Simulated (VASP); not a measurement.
BaTiO3, 5 atoms in the cell. It takes space group R3m (No. 160, trigonal). The conventional cell has a = 5.771 Å, b = 5.771 Å, c = 7.123 Å, α = 90.00°, β = 90.00°, γ = 120.00°. Ba (site symmetry 3m) has 12 O at 2.81 to 3.00 Å and 8 Ti at 3.48 to 3.65 Å within 3.7 Å. Ti (site symmetry 3m) has 6 O at 1.89 to 2.21 Å within 2.5 Å. Within 2.5 Å of O (site symmetry m) lie 2 Ti at 1.89 to 2.21 Å. 

- Program: VASP 6.6.1
- Task: single point
- Functional: PBE
- Potentials or basis: VASP PAW PBE potentials, release 64 (Ba_sv, Ti_sv, O_h)
- Cutoff: 1340 eV
- k mesh: 6 × 6 × 6
- Occupations: gaussian, width 0.02 eV
- Spin: no spin polarisation
- Hubbard terms: Ti d U = 4.0 eV
- Dipole correction: no
- Further INCAR settings: ALGO = Normal; EDIFF = 1e-06; NBANDS = 28

Potentials or basis: VASP PAW PBE potentials, release 64 (Ba_sv, Ti_sv, O_h).

The run is started by

```bash
$ cat potpaw_PBE.64/Ba_sv/POTCAR potpaw_PBE.64/Ti_sv/POTCAR potpaw_PBE.64/O_h/POTCAR > POTCAR
$ mpirun -np 1 vasp_std > vasp.out
```

Hardware: 1 thread of Intel(R) Xeon(R) 6975P-C (Granite Rapids), on a shared host.

Question: How long does it take, and how much memory?

Answer: Run time: 2.6 min on 1 thread of Intel(R) Xeon(R) 6975P-C (Granite Rapids) (shared host), peak memory 0.52 GiB. Counts: scf iterations 15, k points 32.
